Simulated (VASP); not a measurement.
Sb2S3, 20 atoms in the cell. Symmetry: Pnma, No. 62, orthorhombic system. Conventional cell: a = 11.311 Å, b = 3.839 Å, c = 11.223 Å, α = 90.00°, β = 90.00°, γ = 90.00°. Sb (site symmetry m) has 6 S at 2.55 to 3.14 Å within 3.4 Å. Within 3.4 Å of Sb (site symmetry m) lie 7 S at 2.49 to 3.35 Å. S (site symmetry m) has 4 Sb at 2.55 to 3.60 Å and 5 S at 3.38 to 3.58 Å within 3.6 Å. Within 3.3 Å of S (site symmetry m) lie 5 Sb at 2.49 to 3.09 Å. S (site symmetry m) has 5 Sb at 2.57 to 3.35 Å and 8 S at 3.38 to 3.84 Å within 3.9 Å. 

```yaml
Program: VASP 6.6.1
Task: single point
Functional: PBE
Potentials_or_basis: VASP PAW PBE potentials, release 64 (Sb, S)
Cutoff: 500 eV
k_mesh: 3 × 7 × 3
Occupations: fermi-dirac, width 0.02 eV
Spin: no spin polarisation
Dipole_correction: no
Further_INCAR_settings: ALGO = Normal; EDIFF = 1e-06; NBANDS = 72
```

Potentials or basis: VASP PAW PBE potentials, release 64 (Sb, S).

Run with:

```sh
$ cat potpaw_PBE.64/Sb/POTCAR potpaw_PBE.64/S/POTCAR > POTCAR
$ mpirun -np 1 vasp_std > vasp.out
```

Hardware: 1 thread of Intel(R) Xeon(R) 6975P-C (Granite Rapids) (shared host).

**Question.** How long does it take, and how much memory?

**Answer.** Wall time 6.6 min on 1 thread of Intel(R) Xeon(R) 6975P-C (Granite Rapids), with other jobs on the host, peak memory 0.68 GiB. Counts: scf iterations 16, k points 16.
